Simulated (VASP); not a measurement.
# Sb3S2 (Pm-3m) in VASP: notebook, part 4 of 4

VASP 6.6.1. Earlier steps stand in the parts before.

**7. Relaxation of cell and atoms, PBE**

The input, INCAR:

```
PREC = Accurate
ENCUT = 600
EDIFF = 1E-6
ISMEAR = 0
SIGMA = 0.1
LREAL = False
LASPH = True
NELM = 100
ALGO = Normal
ISIF = 3
LWAVE = False
LCHARG = False
GGA = PE
IBRION = 2
NSW = 100
EDIFFG = -0.01
```

The input, KPOINTS:

```
Automatic mesh
0
Gamma
  8 8 8
```

The input, POSCAR:

```
Sb3S2
1.0
    5.2257607628      0.0000000000      0.0000000000
    0.0000000000      5.2257607628      0.0000000000
    0.0000000000      0.0000000000      5.2257607628
Sb S
3 2
Direct
    0.5000000000      0.0000000000      0.0000000000
    0.0000000000      0.5000000000      0.0000000000
    0.0000000000      0.0000000000      0.5000000000
    0.5000000000      0.5000000000      0.5000000000
    0.0000000000      0.0000000000      0.0000000000
```

Potentials or basis: VASP PAW PBE potentials, release 64 (Sb, S).

The run is started by

```
$ cat potpaw_PBE.64/Sb/POTCAR potpaw_PBE.64/S/POTCAR > POTCAR
$ mpirun -np 1 vasp_std > vasp.out
```

OUTCAR:

```text
PREC = Accurate
   ENCUT = 600
   EDIFF = 1E-6
   ISMEAR = 0
   LREAL = False
   LASPH = True
   NELM = 100
   ISIF = 3
   GGA = PE
   IBRION = 2
   NSW = 100
   EDIFFG = -0.01

 ion  position               nearest neighbor table
   1  0.500  0.000  0.000-   5 2.61   5 2.61   2 3.70   3 3.70   2 3.70   2 3.70   3 3.70   3 3.70
                             3 3.70   2 3.70
   2  0.000  0.500  0.000-   5 2.61   5 2.61   1 3.70   3 3.70   1 3.70   3 3.70   3 3.70   3 3.70
                             1 3.70   1 3.70
   3  0.000  0.000  0.500-   5 2.61   5 2.61   1 3.70   1 3.70   2 3.70   2 3.70   2 3.70   2 3.70
                             1 3.70   1 3.70
   4  0.500  0.500  0.500-
   5  0.000  0.000  0.000-   1 2.61   2 2.61   3 2.61   3 2.61   2 2.61   1 2.61

  LATTYP: Found a simple cubic cell.
 ALAT       =     5.2257607628

  Lattice vectors:

 A1 = (   5.2257607628,   0.0000000000,   0.0000000000)
 A2 = (   0.0000000000,   5.2257607628,   0.0000000000)
 A3 = (   0.0000000000,   0.0000000000,   5.2257607628)

Analysis of symmetry for initial positions (statically):
=====================================================================
 Subroutine PRICEL returns:
 Original cell was already a primitive cell.

 Routine SETGRP: Setting up the symmetry group for a
 simple cubic supercell.

 Subroutine GETGRP returns: Found 48 space group operations
 (whereof 48 operations were pure point group operations)
 out of a pool of 48 trial point group operations.

The static configuration has the point symmetry O_h .

Analysis of symmetry for dynamics (positions and initial velocities):
=====================================================================
 Subroutine PRICEL returns:
 Original cell was already a primitive cell.

 Routine SETGRP: Setting up the symmetry group for a
 simple cubic supercell.

 Subroutine GETGRP returns: Found 48 space group operations
 (whereof 48 operations were pure point group operations)
 out of a pool of 48 trial point group operations.

The dynamic configuration has the point symmetry O_h .

 Subroutine INISYM returns: Found 48 space group operations
 (whereof 48 operations are pure point group operations),
 and found     1 'primitive' translations

----------------------------------------------------------------------------------------

                                     Primitive cell

  volume of cell :     142.7081

  direct lattice vectors                    reciprocal lattice vectors
     5.225760763  0.000000000  0.000000000     0.191359698  0.000000000  0.000000000
     0.000000000  5.225760763  0.000000000     0.000000000  0.191359698  0.000000000
     0.000000000  0.000000000  5.225760763     0.000000000  0.000000000  0.191359698

  length of vectors
     5.225760763  5.225760763  5.225760763     0.191359698  0.191359698  0.191359698

  position of ions in fractional coordinates (direct lattice)
     0.500000000  0.000000000  0.000000000
     0.000000000  0.500000000  0.000000000
     0.000000000  0.000000000  0.500000000
     0.500000000  0.500000000  0.500000000
     0.000000000  0.000000000  0.000000000

[... 60 lines left out ...]
 [... further k-points ...]
   k-points           NKPTS =     35   k-points in BZ     NKDIM =     35   number of bands    NBANDS=     17
   number of dos      NEDOS =    301   number of ions     NIONS =      5
   total plane-waves  NPLWV =  74088
   dimension x,y,z NGX =    42 NGY =   42 NGZ =   42
   dimension x,y,z NGXF=    84 NGYF=   84 NGZF=   84
   ions per type =               3   2
   NGX,Y,Z   is equivalent  to a cutoff of  13.36, 13.36, 13.36 a.u.
   NGXF,Y,Z  is equivalent  to a cutoff of  26.72, 26.72, 26.72 a.u.
 SYSTEM =  unknown system
   PREC   = accura    normal or accurate (medium, high low for compatibility)
   ISTART =      0    job   : 0-new  1-cont  2-samecut
   ICHARG =      2    charge: 1-file 2-atom 10-const
   ISPIN  =      1    spin polarized calculation?
   LNONCOLLINEAR =      F non collinear calculations
   LSORBIT =      F    spin-orbit coupling
   LASPH  =      T    aspherical Exc in radial PAW
   ENCUT  =  600.0 eV  44.10 Ry    6.64 a.u.  10.44 10.44 10.44*2*pi/ulx,y,z
   NELM   =    100;   NELMIN=  2; NELMDL= -5     # of ELM steps
   EDIFF  = 0.1E-05   stopping-criterion for ELM
   LREAL  =      F    real-space projection
   EDIFFG = -.1E-01   stopping-criterion for IOM
   NSW    =    100    number of steps for IOM
   IBRION =      2    ionic relax: 0-MD 1-quasi-New 2-CG
   NFREE  =      1    steps in history (QN), initial steepest desc. (CG)
   ISIF   =      3    stress and relaxation
   ISYM   =      2    0-nonsym 1-usesym 2-fastsym
   POTIM  = 0.5000    time-step for ionic-motion
   TEBEG  =    0.0;   TEEND  =   0.0 temperature during run
   PSTRESS=    0.0 pullay stress
   NELECT =      27.0000    total number of electrons
   NUPDOWN=      -1.0000    fix difference up-down
   EMIN   =  10.00;   EMAX   =-10.00  energy-range for DOS
   EFERMI =   0.00;   METHOD = LEGACY
   ISMEAR =     0;   SIGMA  =   0.10  broadening in eV -4-tet -1-fermi 0-gaus
   EFERMI_NEDOS =   21; number of points for ismear=-14 and -15
   IALGO  =     38    algorithm
   IMIX   =      4    mixing-type and parameters
     AMIX     =   0.40;   BMIX     =  1.00
     AMIX_MAG =   1.60;   BMIX_MAG =  1.00
  volume/ion in A,a.u.               =      28.54       192.61
  Fermi-wavevector in a.u.,A,eV,Ry     =   0.939824  1.776010 12.017608  0.883269
  Thomas-Fermi vector in A             =   2.067175
   LORBIT       =      0    0 simple, 1 ext, 2 COOP (PROOUT), +10 PAW based schemes
   GGA     = PE    functional components
   LHFCALC =     F    Hartree Fock is set to
   AEXX    =    0.0000 exact exchange contribution
   IVDW    =     0    specifies the selected vdW correction
   LEPSILON=     F    determine dielectric tensor
   LRPA    =     F    only Hartree local field effects (RPA)
 conjugate gradient relaxation of ions
 non-spin polarized calculation
 Gauss-broadening in eV      SIGMA  =   0.10
  energy-cutoff  :      600.00
  volume of cell :      142.71
 maximum number of plane-waves:      4793
 NGX is ok and might be reduce to    42
   NGX = 21   NGY = 21   NGZ = 21

--------------------------------------- Ionic step        1  -------------------------------------------

 number of electron      27.0000004 magnetization

 Free energy of the ion-electron system (eV)
  ---------------------------------------------------
  ext. energy  EPLUGINS =         0.00000000
  ---------------------------------------------------
  free energy    TOTEN  =       -16.68737432 eV

  energy without entropy =      -16.65088500  energy(sigma->0) =      -16.66912966

------------------------ aborting loop because EDIFF is reached ----------------------------------------

  FORCE on cell =-STRESS in cart. coord.  units (eV):
  Direction    XX          YY          ZZ          XY          YZ          ZX
  --------------------------------------------------------------------------------------
  -------------------------------------------------------------------------------------
  Total       -0.6421330     -0.6421330     -0.6421330      0.0000000     -0.0000000      0.0000000
  in kB       -7.2091986     -7.2091986     -7.2091986      0.0000000     -0.0000000      0.0000000
  external PRESSURE =      -7.2091986 kB  Pullay stress =       0.0000000 kB
[... 65 lines left out ...]
--------------------------------------- Ionic step        3  -------------------------------------------

 number of electron      27.0000004 magnetization

 Free energy of the ion-electron system (eV)
  ---------------------------------------------------
  ext. energy  EPLUGINS =         0.00000000
  ---------------------------------------------------
  free energy    TOTEN  =       -16.69244880 eV

  energy without entropy =      -16.65773537  energy(sigma->0) =      -16.67509209

 E-fermi :   5.5347     XC(G=0):  -9.3358

 val. band max:        5.5160235032   @ k =   0.5000   0.3750   0.2500
 cond. band min:       5.5462498826   @ k =   0.3750   0.2500   0.1250
 fundamental gap:      0.0302263794
 Fermi energy:         5.5346683689

 k-point     1 :       0.0000    0.0000    0.0000
  band No.  band energies     occupation
      1     -10.1141      2.00000
      2      -5.9105      2.00000
      3      -2.7331      2.00000
      4      -2.7331      2.00000
      5      -2.1859      2.00000
      6      -1.5154      2.00000
[... 457 lines left out ...]
      4      -4.4971      2.00000
      5      -3.1531      2.00000
      6      -0.3767      2.00000
[... 9 lines left out ...]
     16       6.6280      0.00000
     17       6.7134      0.00000

 [... further k-points ...]

------------------------ aborting loop because EDIFF is reached ----------------------------------------

  FORCE on cell =-STRESS in cart. coord.  units (eV):
  Direction    XX          YY          ZZ          XY          YZ          ZX
  --------------------------------------------------------------------------------------
  -------------------------------------------------------------------------------------
  Total        0.0050502      0.0050502      0.0050502     -0.0000000     -0.0000000      0.0000000
  in kB        0.0575938      0.0575938      0.0575938     -0.0000000     -0.0000000      0.0000000
  external PRESSURE =       0.0575938 kB  Pullay stress =       0.0000000 kB
[... 20 lines left out ...]
  FREE ENERGIE OF THE ION-ELECTRON SYSTEM (eV)
  ---------------------------------------------------
  free  energy   TOTEN  =       -16.6924487957 eV

  energy  without entropy=      -16.6577353745  energy(sigma->0) =      -16.67509209

 reached required accuracy - stopping structural energy minimisation
```

OSZICAR:

```text
N       E                     dE             d eps       ncg     rms          rms(c)
DAV:   1     0.160644570644E+03    0.16064E+03   -0.10343E+04  1190   0.139E+03
DAV:   2    -0.362211112777E+01   -0.16427E+03   -0.16269E+03  1641   0.212E+02
DAV:   3    -0.173721630268E+02   -0.13750E+02   -0.13430E+02  1436   0.677E+01
[... 25 lines left out ...]
DAV:   3    -0.166925291411E+02    0.22685E-03   -0.14739E-03  1533   0.133E-01    0.563E-02
DAV:   4    -0.166924596643E+02    0.69477E-04   -0.17893E-04  1237   0.648E-02    0.214E-02
DAV:   5    -0.166924505845E+02    0.90798E-05   -0.29634E-05  1442   0.285E-02    0.124E-02
DAV:   6    -0.166924490878E+02    0.14967E-05   -0.39889E-06  1023   0.101E-02    0.550E-03
DAV:   7    -0.166924487957E+02    0.29213E-06   -0.53303E-07   625   0.434E-03
   3 F= -.16692449E+02 E0= -.16675092E+02  d E =-.507447E-02
```

It took 2.2 min on 1 thread of Intel Xeon 6975P-C (Granite Rapids), shared host; peak memory 0.32 GiB.

Results:

```yaml
Free_energy: -16.6924 eV
Relaxed_volume: 28.10 Å³/atom
Relaxed_cell: a = 5.199 Å, b = 5.199 Å, c = 5.199 Å, α = 90.00°, β = 90.00°, γ = 90.00°
Space_group_after_relaxing_to_0.1_Å: Pm-3m (No. 221)
Energy_gained_by_relaxing: 1.0 meV/atom
Ionic_steps: 3
Pressure_after_relaxing: 0.0 GPa
Band_gap_on_the_k_mesh: zero (an odd number of electrons rules out a gap without spin polarisation)
```

Step by step:
```
step  energy change (eV)  largest force (eV/Å)  pressure (GPa)  volume (Å³)
   1              0.0000                0.0000           -0.72       142.71
   2             -0.0049                0.0000            0.14       140.07
   3             -0.0051                0.0000            0.01       140.49
```

Final structure:
```yaml
crystal:
  lattice:
    - [5.19853, 0.00000, 0.00000]
    - [0.00000, 5.19853, 0.00000]
    - [0.00000, 0.00000, 5.19853]
  atoms:
    - { symbol: Sb, position: [0.50000, 0.00000, 0.00000] }
    - { symbol: Sb, position: [0.00000, 0.50000, 0.00000] }
    - { symbol: Sb, position: [0.00000, 0.00000, 0.50000] }
    - { symbol: S, position: [0.50000, 0.50000, 0.50000] }
    - { symbol: S, position: [0.00000, 0.00000, 0.00000] }
```

Levels at points of the mesh, in eV from the Fermi level:
```
           k point  band 11  band 12  band 13  band 14  band 15  band 16  band 17
(0.00, 0.00, 0.00)    -2.09     0.36     0.36     0.36     1.42     1.42     1.42
(0.50, 0.00, 0.00)    -1.26    -0.59    -0.28     0.09     0.09     0.23     0.24
(0.50, 0.50, 0.00)    -1.84    -1.54    -1.11    -1.11     0.06     0.25     1.23
(0.50, 0.50, 0.50)    -1.86     0.11     0.11     0.26     0.26     0.26     0.41
```

Caveat: spin-orbit coupling is left out, which moves the levels of the heavy elements.

**8. Overview**

```csv
task,cell,k mesh,cutoff (eV),gap on the mesh (eV),pressure (GPa),relaxed volume (Å³/atom)
single point,"a = 5.226 Å, 5 atoms",4 × 4 × 4,520,none,-0.1,-
single point,"a = 5.270 Å, 5 atoms",4 × 4 × 4,520,none,-1.2,-
relaxation of cell and atoms,"relaxed from a = 5.270 Å, 5 atoms",4 × 4 × 4,600,none,0.0,28.51
single point,"a = 5.203 Å, 5 atoms",8 × 8 × 8,520,none,-0.1,-
relaxation of cell and atoms,"relaxed from a = 5.226 Å, 5 atoms",8 × 8 × 8,600,none,0.0,28.10
```

Alike in all rows: level PBE; potentials or basis VASP PAW PBE potentials, release 64 (Sb, S); no spin polarisation; smearing gaussian 0.1 eV.

Caveats: spin-orbit coupling is left out, which moves the levels of the heavy elements.

Absolute energies hang on the potentials; compare differences alone.
